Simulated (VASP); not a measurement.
Input of a VASP 6.6.1 run:

INCAR

```
ALGO     = Normal         # electronic algorithm
EDIFF    = 1E-7           # SCF threshold, eV
ENCUT    = 520            # plane-wave cutoff, eV
GGA      = PE             # functional
ISIF     = 2              # what is computed and relaxed
ISMEAR   = 0              # smearing method
LASPH    = True           # aspherical terms in the spheres
LCHARG   = True           # write CHGCAR
LELF     = True           # ELF
LREAL    = Auto         
LVHAR    = True         
LWAVE    = False          # write WAVECAR
NBANDS   = 68             # bands
NELM     = 60             # most SCF steps
PREC     = Accurate       # precision mode
SIGMA    = 0.05           # smearing width, eV
```

File KPOINTS:

```
k-points
0
Gamma
  2 2 1
```

Contents of POSCAR:

```
Mg6HO6
1.0
    5.3245140000      0.0000000000      0.0000000000
    2.6622570000      4.6111640000      0.0000000000
    0.0000000000      0.0000000000     17.4343090000
Mg O H
12 12 2
Direct
    0.0000000000      0.0000000000      0.0573581666
    0.0000000939      0.5000000000      0.0573581666
    0.5000000000      0.0000000000      0.0573581666
    0.5000000939      0.5000000000      0.0573581666
    0.6665817010      0.6695448264      0.2002532478
    0.6668509020      0.1671536731      0.2002339754
    0.1648542717      0.6693253591      0.2001654898
    0.1668011008      0.1678242197      0.2004847453
    0.3305614375      0.3414929506      0.3456071015
    0.3344264296      0.8316472804      0.3461264223
    0.8308468837      0.3401377613      0.3445763179
    0.8315645709      0.8367850287      0.3537767399
    0.3333332033      0.8333334056      0.1196985782
    0.3333332972      0.3333334056      0.1196985782
    0.8333332033      0.8333334056      0.1196985782
    0.8333332972      0.3333334056      0.1196985782
   -0.0007100829      0.5030261340      0.2682510675
   -0.0014486227      0.0022939978      0.2691358172
    0.4992900197      0.5022998531      0.2667803467
    0.5006513467      1.0026800175      0.2694990665
    0.6615768978      0.1778763453      0.4132001446
    0.6619137983      0.6608402998      0.4164525821
    0.1649793267      0.1697883658      0.4090566480
    0.1752226525      0.6634233786      0.4168220260
    0.1896062351      0.1545158663      0.4638309439
    0.6290007115      0.3035912407      0.4567946455
```

Potentials or basis: VASP PAW PBE potentials, release 64 (Mg, O, H).

Launch:

```sh
$ cat potpaw_PBE.64/Mg/POTCAR potpaw_PBE.64/O/POTCAR potpaw_PBE.64/H/POTCAR > POTCAR
$ mpirun -np 1 vasp_std > vasp.out
```

Estimate the largest force.

2.603 eV/Å.

What does it give for the band gap on the k mesh?

Zero (bands 49 and 50 overlap by 0.31 eV).

Forces on the atoms (eV/Å):
```
Mg   0.009  0.014 -2.546
Mg  -0.002 -0.014 -2.535
Mg  -0.007  0.012 -2.549
Mg   0.003 -0.003 -2.517
Mg  -0.003 -0.001 -0.050
Mg   0.002  0.008 -0.053
Mg   0.005  0.000 -0.050
Mg  -0.001  0.004 -0.047
Mg  -0.006 -0.016 -0.030
Mg   0.003  0.010 -0.041
Mg   0.013 -0.017 -0.016
Mg   0.002  0.019 -0.080
O    0.016  0.070  2.602
O   -0.015 -0.004  2.561
O    0.003  0.044  2.599
O    0.033  0.003  2.559
O   -0.008 -0.016  0.029
O    0.005  0.001  0.026
O    0.004 -0.003  0.041
O   -0.008 -0.002  0.020
O   -0.024 -0.061 -0.090
O    0.013  0.000  0.017
O    0.005  0.020 -0.065
O    0.000 -0.024  0.012
H    0.000 -0.010  0.070
H   -0.042 -0.035  0.132
```

Caveat: the k points lie up to 0.68 Å⁻¹ apart.
